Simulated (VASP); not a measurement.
# Mg4Si in VASP: notebook

Runs on Mg4Si. Level: PBE. Tasks: single point.

All numbers are computed with VASP 6.6.1; they aren't measurements. Logs are shortened: lines on timing, memory, paths and dates and some standing lists are left out, and cuts for length are marked.

**1. The cell of the first run**

The cell holds a slab with vacuum, 5 atoms: a = 3.210 Å, b = 3.210 Å, c = 23.215 Å, α = 90.00°, β = 90.00°, γ = 120.00°.

**2. Single point, PBE**

File INCAR:

```
SYSTEM = Mg4Si
PREC = Accurate ; ENCUT = 520
EDIFF = 1E-6 ; ISMEAR = 0
SIGMA = 0.1 ; LREAL = .FALSE.
LASPH = .TRUE. ; NELM = 60
ALGO = Normal ; ISIF = 2
LWAVE = .FALSE. ; LCHARG = .TRUE.
LDIPOL = .TRUE. ; IDIPOL = 3
DIPOL = 0.5 0.5 0.392 ; GGA = PE
LELF = .TRUE. ; LVHAR = .TRUE.
LVACPOTAV = .TRUE. ; NBANDS = 14
```

File KPOINTS:

```
Automatic mesh
0
G
  9 9 1
  0 0 0
```

File POSCAR:

```
Mg4Si
1.0
    3.2100692859      0.0000000000      0.0000000000
   -1.6050346429      2.7800015495      0.0000000000
    0.0000000000      0.0000000000     23.2147784313
Mg Si
4 1
Direct
    0.6666666667      0.3333333333      0.1723040352
    0.3333333333      0.6666666667      0.2829644272
    0.6666666667      0.3333333333      0.3920793237
    0.3333333333      0.6666666667      0.5046258988
    0.3333333333      1.0000000000      0.6078611472
```

Potentials or basis: VASP PAW PBE potentials, release 64 (Mg, Si).

Launch:

```bash
$ cat potpaw_PBE.64/Mg/POTCAR potpaw_PBE.64/Si/POTCAR > POTCAR
$ mpirun -np 1 vasp_std > vasp.out
```

OUTCAR:

```text
SYSTEM = Mg4Si
   PREC = Accurate
   ENCUT = 520
   EDIFF = 1E-6
   ISMEAR = 0
   LREAL = .FALSE.
   LASPH = .TRUE.
   NELM = 60
   ISIF = 2
   GGA = PE

 ion  position               nearest neighbor table
   1  0.667  0.333  0.172-   2 3.17   2 3.17   2 3.17
   2  0.333  0.667  0.283-   3 3.14   3 3.14   3 3.14   1 3.17   1 3.17   1 3.17
   3  0.667  0.333  0.392-   2 3.14   2 3.14   2 3.14   4 3.20   4 3.20   4 3.20
   4  0.333  0.667  0.505-   5 2.62   3 3.20   3 3.20   3 3.20   5 3.21
   5  0.333  0.000  0.608-   4 2.62   4 3.21

  LATTYP: Found a hexagonal cell.
 ALAT       =     3.2100692859
 C/A-ratio  =     7.2318621075

  Lattice vectors:

 A1 = (   3.2100692859,   0.0000000000,   0.0000000000)
 A2 = (  -1.6050346429,   2.7800015495,   0.0000000000)
 A3 = (   0.0000000000,   0.0000000000,  23.2147784313)

Analysis of symmetry for initial positions (statically):
=====================================================================
 Subroutine PRICEL returns:
 Original cell was already a primitive cell.

 Routine SETGRP: Setting up the symmetry group for a
 hexagonal supercell.

 Subroutine GETGRP returns: Found  1 space group operations
 (whereof  1 operations were pure point group operations)
 out of a pool of 24 trial point group operations.

The static configuration has the point symmetry C_1 .

Analysis of symmetry for dynamics (positions and initial velocities):
=====================================================================
 Subroutine PRICEL returns:
 Original cell was already a primitive cell.

 Routine SETGRP: Setting up the symmetry group for a
 hexagonal supercell.

 Subroutine GETGRP returns: Found  1 space group operations
 (whereof  1 operations were pure point group operations)
 out of a pool of 24 trial point group operations.

The dynamic configuration has the point symmetry C_1 .

 Subroutine INISYM returns: Found  1 space group operations
 (whereof  1 operations are pure point group operations),
 and found     1 'primitive' translations

----------------------------------------------------------------------------------------

                                     Primitive cell

  volume of cell :     207.1686

  direct lattice vectors                    reciprocal lattice vectors
     3.210069286  0.000000000  0.000000000     0.311519756  0.179856015  0.000000000
    -1.605034643  2.780001550  0.000000000     0.000000000  0.359712030  0.000000000
     0.000000000  0.000000000 23.214778431     0.000000000  0.000000000  0.043076009

  length of vectors
     3.210069286  3.210069286 23.214778431     0.359712030  0.359712030  0.043076009

  position of ions in fractional coordinates (direct lattice)
     0.666666667  0.333333333  0.172304035
     0.333333333  0.666666667  0.282964427
     0.666666667  0.333333333  0.392079324
     0.333333333  0.666666667  0.504625899
     0.333333333  0.000000000  0.607861147

  ion indices of the primitive-cell ions
   primitive index   ion index
                 1           1
                 2           2
                 3           3
                 4           4
                 5           5

----------------------------------------------------------------------------------------

 KPOINTS: Automatic mesh

Automatic generation of k-mesh.
 Grid dimensions read from file:
 generate k-points for:    9    9    1

 Generating k-lattice:

  Cartesian coordinates                     Fractional coordinates (reciprocal lattice)
     0.034613306  0.019984002  0.000000000     0.111111111  0.000000000  0.000000000
     0.000000000  0.039968003  0.000000000     0.000000000  0.111111111  0.000000000
     0.000000000  0.000000000  0.043076009     0.000000000  0.000000000  1.000000000

  Length of vectors
     0.039968003  0.039968003  0.043076009

  Shift w.r.t. Gamma in fractional coordinates (k-lattice)
     0.000000000  0.000000000  0.000000000

 Subroutine IBZKPT returns following result:
 ===========================================

 Found     41 irreducible k-points:

 Following reciprocal coordinates:
            Coordinates               Weight
  0.000000  0.000000  0.000000      1.000000
  0.111111  0.000000  0.000000      2.000000
  0.000000  0.111111  0.000000      2.000000
 -0.111111  0.111111  0.000000      2.000000
  0.222222 -0.000000  0.000000      2.000000
  0.000000  0.222222  0.000000      2.000000
[... 16 lines left out ...]
  0.333333  0.111111  0.000000      2.000000
 -0.111111  0.444444  0.000000      2.000000
 [... further k-points ...]
   k-points           NKPTS =     41   k-points in BZ     NKDIM =     41   number of bands    NBANDS=     14
   number of dos      NEDOS =    301   number of ions     NIONS =      5
   total plane-waves  NPLWV = 103680
   dimension x,y,z NGX =    24 NGY =   24 NGZ =  180
   dimension x,y,z NGXF=    48 NGYF=   48 NGZF=  360
   ions per type =               4   1
   NGX,Y,Z   is equivalent  to a cutoff of  12.43, 12.43, 12.89 a.u.
   NGXF,Y,Z  is equivalent  to a cutoff of  24.86, 24.86, 25.78 a.u.
 SYSTEM =  Mg4Si
   PREC   = accura    normal or accurate (medium, high low for compatibility)
   ISTART =      0    job   : 0-new  1-cont  2-samecut
   ICHARG =      2    charge: 1-file 2-atom 10-const
   ISPIN  =      1    spin polarized calculation?
   LNONCOLLINEAR =      F non collinear calculations
   LSORBIT =      F    spin-orbit coupling
   LASPH  =      T    aspherical Exc in radial PAW
   ENCUT  =  520.0 eV  38.22 Ry    6.18 a.u.   5.97  5.97 43.16*2*pi/ulx,y,z
   NELM   =     60;   NELMIN=  2; NELMDL= -5     # of ELM steps
   EDIFF  = 0.1E-05   stopping-criterion for ELM
   LREAL  =      F    real-space projection
   EDIFFG = 0.1E-04   stopping-criterion for IOM
   NSW    =      0    number of steps for IOM
   IBRION =     -1    ionic relax: 0-MD 1-quasi-New 2-CG
   NFREE  =      0    steps in history (QN), initial steepest desc. (CG)
   ISIF   =      2    stress and relaxation
   ISYM   =      2    0-nonsym 1-usesym 2-fastsym
   POTIM  = 0.5000    time-step for ionic-motion
   TEBEG  =    0.0;   TEEND  =   0.0 temperature during run
   PSTRESS=    0.0 pullay stress
   NELECT =      12.0000    total number of electrons
   NUPDOWN=      -1.0000    fix difference up-down
   EMIN   =  10.00;   EMAX   =-10.00  energy-range for DOS
   EFERMI =   0.00;   METHOD = LEGACY
   ISMEAR =     0;   SIGMA  =   0.10  broadening in eV -4-tet -1-fermi 0-gaus
   EFERMI_NEDOS =   21; number of points for ismear=-14 and -15
   IALGO  =     38    algorithm
   IMIX   =      4    mixing-type and parameters
     AMIX     =   0.40;   BMIX     =  1.00
     AMIX_MAG =   1.60;   BMIX_MAG =  1.00
  volume/ion in A,a.u.               =      41.43       279.61
  Fermi-wavevector in a.u.,A,eV,Ry     =   0.633423  1.196996  5.458996  0.401225
  Thomas-Fermi vector in A             =   1.697074
   LORBIT       =      0    0 simple, 1 ext, 2 COOP (PROOUT), +10 PAW based schemes
   GGA     = PE    functional components
   LHFCALC =     F    Hartree Fock is set to
   AEXX    =    0.0000 exact exchange contribution
   IVDW    =     0    specifies the selected vdW correction
   LEPSILON=     F    determine dielectric tensor
   LRPA    =     F    only Hartree local field effects (RPA)
 non-spin polarized calculation
 Gauss-broadening in eV      SIGMA  =   0.10
  energy-cutoff  :      520.00
  volume of cell :      207.17
 maximum number of plane-waves:      5628
   NGX = 11   NGY = 11   NGZ = 87

 dipolmoment           0.000000      0.000000     -0.000029 electrons x Angstroem

 number of electron      12.0000000 magnetization

 dipolmoment           0.000000      0.000000      0.058984 electrons x Angstroem

 Free energy of the ion-electron system (eV)
  ---------------------------------------------------
  ext. energy  EPLUGINS =         0.00000000
  ---------------------------------------------------
  free energy    TOTEN  =        -9.69897320 eV

  energy without entropy =       -9.68087952  energy(sigma->0) =       -9.68992636

 E-fermi :  -0.2233     XC(G=0):  -5.4330

 val. band max:       -0.2404608342   @ k =  -0.2222  -0.4444   0.0000
 cond. band min:      -0.2087788483   @ k =   0.4444   0.1111   0.0000
 fundamental gap:      0.0316819859
 Fermi energy:        -0.2233000197

 k-point     1 :       0.0000    0.0000    0.0000
  band No.  band energies     occupation
      1      -9.3315      2.00000
      2      -6.7730      2.00000
      3      -5.9065      2.00000
      4      -4.6393      2.00000
      5      -3.1082      2.00000
      6      -1.6339      2.00000
      7       0.4634      0.00000
      8       2.3576      0.00000
      9       3.4652      0.00000
     10       4.6299      0.00000
     11       4.9343      0.00000
     12       5.6270      0.00000
     13       5.7624      0.00000
     14       7.0875      0.00000

 k-point     2 :       0.1111    0.0000    0.0000
  band No.  band energies     occupation
      1      -9.1131      2.00000
      2      -6.5331      2.00000
      3      -5.6691      2.00000
      4      -4.4058      2.00000
      5      -2.8822      2.00000
      6      -1.4169      2.00000
      7       0.6781      0.00000
      8       2.5772      0.00000
      9       3.6941      0.00000
     10       4.1831      0.00000
     11       4.8579      0.00000
     12       5.1472      0.00000
     13       5.1906      0.00000
     14       7.2316      0.00000
[... 343 lines left out ...]
      1      -6.6730      2.00000
      2      -3.7056      2.00000
      3      -2.8911      2.00000
      4      -1.9801      2.00000
      5      -1.6215      2.00000
      6      -0.3892      1.98102
      7       0.3761      0.00000
      8       1.1056      0.00000
      9       1.3700      0.00000
     10       1.8966      0.00000
     11       2.4402      0.00000
     12       3.2788      0.00000
     13       3.9525      0.00000
     14       4.8883      0.00000

 k-point    24 :      -0.1111    0.4444    0.0000
  band No.  band energies     occupation
      1      -6.6423      2.00000
      2      -3.7052      2.00000
      3      -2.8890      2.00000
      4      -2.0486      2.00000
      5      -1.6721      2.00000
      6      -0.4192      1.99441
      7       0.4497      0.00000
      8       1.1614      0.00000
      9       1.3324      0.00000
     10       1.9545      0.00000
     11       2.5982      0.00000
     12       3.2153      0.00000
     13       4.0659      0.00000
     14       4.5321      0.00000

 [... further k-points ...]
[... 5 lines left out ...]
  --------------------------------------------------------------------------------------
  -------------------------------------------------------------------------------------
  Total       -2.9264203     -2.8329072      0.0091715     -0.0655302      1.0674860     -0.4577191
  in kB      -22.6320190    -21.9088174      0.0709299     -0.5067900      8.2556027     -3.5398562
  external PRESSURE =     -14.8233022 kB  Pullay stress =       0.0000000 kB

 VOLUME and BASIS-vectors are now :
 -----------------------------------------------------------------------------
  energy-cutoff  :      520.00
  volume of cell :      207.17
      direct lattice vectors                 reciprocal lattice vectors
     3.210069286  0.000000000  0.000000000     0.311519756  0.179856015  0.000000000
    -1.605034643  2.780001550  0.000000000     0.000000000  0.359712030  0.000000000
     0.000000000  0.000000000 23.214778431     0.000000000  0.000000000  0.043076009

 POSITION                                       TOTAL-FORCE (eV/Angst)
 -----------------------------------------------------------------------------------
      1.60503      0.92667      4.00000        -0.001920     -0.004215     -0.053171
     -0.00000      1.85333      6.56896         0.004305     -0.006644      0.054501
      1.60503      0.92667      9.10203        -0.011900     -0.018180      0.043844
     -0.00000      1.85333     11.71478         0.210207     -0.369244     -0.043379
      1.07002      0.00000     14.11136        -0.200692      0.398283     -0.001795
 -----------------------------------------------------------------------------------
    total drift:                               -0.000120     -0.000092     -0.000162

  FREE ENERGIE OF THE ION-ELECTRON SYSTEM (eV)
  ---------------------------------------------------
  free  energy   TOTEN  =        -9.6989731973 eV

  energy  without entropy=       -9.6808795155  energy(sigma->0) =       -9.68992636

 vacuum level on the upper side and lower side of the slab         4.652         3.455
```

It took 78 s on 1 thread of Intel Xeon 6975P-C (Granite Rapids), shared host; peak memory 0.35 GiB.

What came out:

```
Free energy            : -9.6990 eV
Largest force          : 0.446 eV/Å
Band gap on the k mesh : zero (bands 6 and 7 overlap by 0.14 eV)
```

Forces in eV/Å, atoms in the order of the input:
```
Mg  -0.002 -0.004 -0.053
Mg   0.004 -0.007  0.055
Mg  -0.012 -0.018  0.044
Mg   0.210 -0.369 -0.043
Si  -0.201  0.398 -0.002
```

**3. Single point, PBE**

File INCAR:

```
SYSTEM = Mg4Si
PREC = Accurate
ENCUT = 520
EDIFF = 1E-6
ISMEAR = 0
SIGMA = 0.1
LREAL = .FALSE.
LASPH = .TRUE.
NELM = 80
ALGO = Normal
ISIF = 2
LWAVE = .FALSE.
LCHARG = .FALSE.
LDIPOL = .TRUE.
IDIPOL = 3
DIPOL = 0.5 0.5 0.394
GGA = PE
NBANDS = 14
```

KPOINTS is that of step 2.

POSCAR, as its differences from that of step 2:

```diff
@@ -12,2 +12,2 @@
     0.3333333333      0.6666666667      0.5046258988
-    0.3333333333      1.0000000000      0.6078611472
+    0.3333333333      0.8333333333      0.6175863138
```

Potentials or basis: VASP PAW PBE potentials, release 64 (Mg, Si).

Launch:

```bash
$ cat potpaw_PBE.64/Mg/POTCAR potpaw_PBE.64/Si/POTCAR > POTCAR
$ mpirun -np 1 vasp_std > vasp.out
```

OUTCAR:

```text
SYSTEM = Mg4Si
   PREC = Accurate
   ENCUT = 520
   EDIFF = 1E-6
   ISMEAR = 0
   LREAL = .FALSE.
   LASPH = .TRUE.
   NELM = 80
   ISIF = 2
   GGA = PE

 ion  position               nearest neighbor table
   1  0.667  0.333  0.172-   2 3.17   2 3.17   2 3.17
   2  0.333  0.667  0.283-   3 3.14   3 3.14   3 3.14   1 3.17   1 3.17   1 3.17
   3  0.667  0.333  0.392-   2 3.14   2 3.14   2 3.14   4 3.20   4 3.20   4 3.20
   4  0.333  0.667  0.505-   5 2.68   3 3.20   3 3.20   3 3.20
   5  0.333  0.833  0.618-   4 2.68

  LATTYP: Found a hexagonal cell.
 ALAT       =     3.2100692859
 C/A-ratio  =     7.2318621075

  Lattice vectors:

 A1 = (   3.2100692859,   0.0000000000,   0.0000000000)
 A2 = (  -1.6050346429,   2.7800015495,   0.0000000000)
 A3 = (   0.0000000000,   0.0000000000,  23.2147784313)

Analysis of symmetry for initial positions (statically):
=====================================================================
 Subroutine PRICEL returns:
 Original cell was already a primitive cell.

 Routine SETGRP: Setting up the symmetry group for a
 hexagonal supercell.
[... 579 lines left out ...]
      3      -2.8774      2.00000
      4      -1.9228      2.00000
      5      -1.6344      2.00000
      6      -0.4136      1.99371
      7       0.3631      0.00000
      8       1.1139      0.00000
      9       1.3445      0.00000
     10       2.0252      0.00000
     11       2.4795      0.00000
     12       3.0866      0.00000
     13       3.9977      0.00000
     14       4.5702      0.00000

 [... further k-points ...]

------------------------ aborting loop because EDIFF is reached ----------------------------------------

 vacuum level on the upper side and lower side of the slab       (xc-potential included)         0.348        -0.723

  FORCE on cell =-STRESS in cart. coord.  units (eV):
  Direction    XX          YY          ZZ          XY          YZ          ZX
  --------------------------------------------------------------------------------------
  -------------------------------------------------------------------------------------
  Total       -3.2328967     -3.0081805      0.0427110      0.0941693      0.5787307     -0.3274120
  in kB      -25.0022118    -23.2643269      0.3303136      0.7282756      4.4757223     -2.5321022
  external PRESSURE =     -15.9787417 kB  Pullay stress =       0.0000000 kB

 VOLUME and BASIS-vectors are now :
 -----------------------------------------------------------------------------
  energy-cutoff  :      520.00
  volume of cell :      207.17
      direct lattice vectors                 reciprocal lattice vectors
     3.210069286  0.000000000  0.000000000     0.311519756  0.179856015  0.000000000
    -1.605034643  2.780001550  0.000000000     0.000000000  0.359712030  0.000000000
     0.000000000  0.000000000 23.214778431     0.000000000  0.000000000  0.043076009

 POSITION                                       TOTAL-FORCE (eV/Angst)
 -----------------------------------------------------------------------------------
      1.60503      0.92667      4.00000         0.001278     -0.001019     -0.077054
     -0.00000      1.85333      6.56896         0.004580     -0.004851      0.059741
      1.60503      0.92667      9.10203        -0.000284     -0.008160      0.071401
     -0.00000      1.85333     11.71478         0.106583     -0.185948     -0.032958
     -0.26751      2.31667     14.33713        -0.112157      0.199978     -0.021131
 -----------------------------------------------------------------------------------
    total drift:                                0.000062     -0.000153     -0.000099

  FREE ENERGIE OF THE ION-ELECTRON SYSTEM (eV)
  ---------------------------------------------------
  free  energy   TOTEN  =        -9.5098501185 eV

  energy  without entropy=       -9.4836444677  energy(sigma->0) =       -9.49674729

 vacuum level on the upper side and lower side of the slab         4.506         3.352
```

Wall time 66 s (1 thread of Intel Xeon 6975P-C (Granite Rapids), shared host); peak memory 0.36 GiB.

Results:

| Quantity | Value |
| --- | --- |
| Free energy | -9.5099 eV |
| Largest force | 0.230 eV/Å |
| Band gap on the k mesh | 0.02 eV (least direct gap 0.09 eV) |

Forces in eV/Å, atoms in the order of the input:
```
Mg   0.001 -0.001 -0.077
Mg   0.005 -0.005  0.060
Mg   0.000 -0.008  0.071
Mg   0.107 -0.186 -0.033
Si  -0.112  0.200 -0.021
```

Caveat: semilocal functionals underestimate gaps, and a narrow one can read as zero.

**4. Single point, PBE**

File INCAR:

```
PREC = Accurate
ENCUT = 520
EDIFF = 1E-6
ISMEAR = 0
SIGMA = 0.1
LREAL = F
LASPH = T
NELM = 60
ALGO = Normal
ISIF = 2
LWAVE = F
LCHARG = T
LDIPOL = T
IDIPOL = 3
DIPOL = 0.5 0.5 0.391
GGA = PE
LELF = T
LVHAR = T
LVACPOTAV = T
NBANDS = 14
```

File KPOINTS:

```
regular mesh
0
Gamma
  9 9 1
```

POSCAR, as its differences from that of step 3:

```diff
@@ -12,2 +12,2 @@
     0.3333333333      0.6666666667      0.5046258988
-    0.3333333333      0.8333333333      0.6175863138
+    0.5000000000      1.3333333333      0.6013511018
```

Launch:

```bash
$ cat potpaw_PBE.64/Mg/POTCAR potpaw_PBE.64/Si/POTCAR > POTCAR
$ mpirun -np 1 vasp_std > vasp.out
```

Wall time 65 s (1 thread of Intel Xeon 6975P-C (Granite Rapids), shared host); peak memory 0.35 GiB.

It converged, with:

```yaml
Free_energy: -9.8743 eV
Largest_force: 0.396 eV/Å
Band_gap_on_the_k_mesh: zero (bands 6 and 7 overlap by 0.23 eV)
```

Forces in eV/Å, atoms in the order of the input:
```
Mg  -0.006 -0.001 -0.042
Mg  -0.005  0.002  0.047
Mg  -0.023 -0.002  0.043
Mg  -0.314  0.189 -0.043
Si   0.349 -0.188 -0.005
```

Levels at points of the mesh, in eV from the Fermi level:
| k point | band 2 | band 3 | band 4 | band 5 | band 6 | band 7 | band 8 | band 9 | band 10 | band 11 |
| --- | --- | --- | --- | --- | --- | --- | --- | --- | --- | --- |
| (0.00, 0.00, 0.00) | -6.55 | -5.67 | -4.41 | -2.87 | -1.36 | 0.81 | 2.68 | 3.74 | 4.91 | 5.22 |

(Continued in part 2 of 2.)

The gap in the log of VASP goes by the Fermi energy; the results here count the filled bands.